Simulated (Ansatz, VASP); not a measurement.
**One calculation of CuI, two programs**

POSCAR

```
CuI
1.0
    0.0000000000      3.0116090258      3.0116090258
    3.0116090258      0.0000000000      3.0116090258
    3.0116090258      3.0116090258      0.0000000000
Cu I
1 1
Direct
    0.7500000000      0.7500000000      0.7500000000
    0.0000000000      0.0000000000      0.0000000000
```

Contents of INCAR.step1:

```
SYSTEM = CuI
  PREC = Accurate
  ENCUT = 660
  ISMEAR = 0
  SIGMA = 0.05
  LREAL = .FALSE.
  LASPH = .TRUE.
  NELM = 120
  NBANDS = 16
  GGA = PE
  ALGO = Normal
  EDIFF = 1E-5
  LWAVE = .TRUE.
  LCHARG = .FALSE.
  GGA_COMPAT = .FALSE.
```

INCAR.step2

```
SYSTEM = CuI
  PREC = Accurate
  ENCUT = 660
  EDIFF = 1E-6
  ISMEAR = 0
  SIGMA = 0.05
  LREAL = .FALSE.
  LASPH = .TRUE.
  NELM = 120
  ALGO = Normal
  ISIF = 2
  LWAVE = .FALSE.
  LCHARG = .FALSE.
  METAGGA = R2SCAN
  LMIXTAU = .TRUE.
  NBANDS = 16
  ISTART = 1
  GGA_COMPAT = .FALSE.
```

KPOINTS

```
regular mesh
0
G
  6 6 6
  0 0 0
```

Input for Ansatz:

```yaml
crystal:
  lattice:
    - [0.0, 3.0116090258, 3.0116090258]
    - [3.0116090258, 0.0, 3.0116090258]
    - [3.0116090258, 3.0116090258, 0.0]
  atoms:
    - { symbol: Cu, position: [0.75, 0.75, 0.75] }
    - { symbol: I, position: [0.0, 0.0, 0.0] }
basis:
  ecutwfc: 500
  ecutrho_ratio: 4
kpoints:
  mp_grid: { grid: [6, 6, 6] }
hamiltonian:
  xc: r2scan
scf:
  occupations: { method: gaussian, width: 0.05 }
output:
  forces: true
  stress: true
  eigenvalues: true
```

Alike in both runs: task single point; functional r2SCAN; k mesh 6 × 6 × 6; occupations gaussian, width 0.05 eV; no spin polarisation.

```csv
,VASP,Ansatz
version,VASP 6.6.1,Ansatz 0.2.0
potentials or method,"VASP PAW PBE potentials, release 64 (Cu, I), cutoff 660 eV","scalar-relativistic, plane waves, PAW"
valence electrons in the cell,18,36
```

|  | VASP | Ansatz | Ansatz less VASP |
| --- | --- | --- | --- |
| gap on the k mesh at the Fermi level (eV) | 1.67 | 1.67 | -0.005 |
| least direct gap on the mesh (eV) | 1.67 | 1.67 | -0.005 |
| pressure (GPa) | -0.1 | 0.0 | +0.06 |

VASP's potentials were made for PBE, not for r2SCAN. VASP's potentials hold 18 valence electrons a cell and Ansatz's 36, so a difference there can come from the potentials and not from the codes.

Neither program's run includes spin-orbit coupling.
